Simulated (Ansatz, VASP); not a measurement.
Two plane-wave programs on SnTe

File POSCAR:

```
SnTe
1.0
    0.0000000000      3.5839840137      3.5839840137
    3.5839840137      0.0000000000      3.5839840137
    3.5839840137      3.5839840137      0.0000000000
Sn Te
1 1
Direct
    0.0000000000      0.0000000000      0.0000000000
    0.2500000000      0.2500000000      0.2500000000
```

Contents of INCAR.step1:

```
SYSTEM = SnTe
PREC = Accurate
ENCUT = 520
ISMEAR = -1
SIGMA = 0.2
LREAL = .False.
LASPH = .True.
NELM = 60
NBANDS = 17
GGA = PE
ALGO = Normal
EDIFF = 1E-4
LWAVE = .True.
LCHARG = .False.
```

The input INCAR.step2:

```
SYSTEM = SnTe
PREC = Accurate
ENCUT = 520
EDIFF = 1E-6
ISMEAR = -1
SIGMA = 0.2
LREAL = .False.
LASPH = .True.
NELM = 60
ALGO = Normal
ISIF = 2
LWAVE = .False.
LCHARG = .False.
METAGGA = R2SCAN
LMIXTAU = .True.
NBANDS = 17
ISTART = 1
```

KPOINTS

```
Automatic mesh
0
Gamma
  4 4 4
  0 0 0
```

Input for Ansatz:

```yaml
crystal:
  lattice:
    - [0.0, 3.5839840137, 3.5839840137]
    - [3.5839840137, 0.0, 3.5839840137]
    - [3.5839840137, 3.5839840137, 0.0]
  atoms:
    - { symbol: Sn, position: [0.0, 0.0, 0.0] }
    - { symbol: Te, position: [0.25, 0.25, 0.25] }
kpoints:
  mp_grid: { grid: [4, 4, 4] }
hamiltonian:
  xc: r2scan
scf:
  occupations: { method: fermi_dirac, width: 0.2 }
  n_extra_bands: 4
output:
  forces: true
  stress: true
  eigenvalues: true
```

Alike in both runs: task single point; functional r2SCAN; k mesh 4 × 4 × 4; occupations fermi-dirac, width 0.2 eV; no spin polarisation.

|  | VASP | Ansatz |
| --- | --- | --- |
| version | VASP 6.6.1 | Ansatz 0.2.0 |
| potentials or method | VASP PAW PBE potentials, release 64 (Sn_d, Te) | plane waves |
| plane-wave cutoff (eV) | 520 | 500 |
| valence electrons in the cell | 20 | 30 |

```tsv
	VASP	Ansatz	Ansatz less VASP
pressure (GPa)	-0.5	-0.5	+0.01
```

VASP's potentials were made for PBE, not for r2SCAN. The functional is the same, so the differences come from potentials, cutoffs and numerics. VASP's potentials hold 20 valence electrons a cell and Ansatz's 30, so a difference there can come from the potentials and not from the codes.

Neither program's run includes spin-orbit coupling.
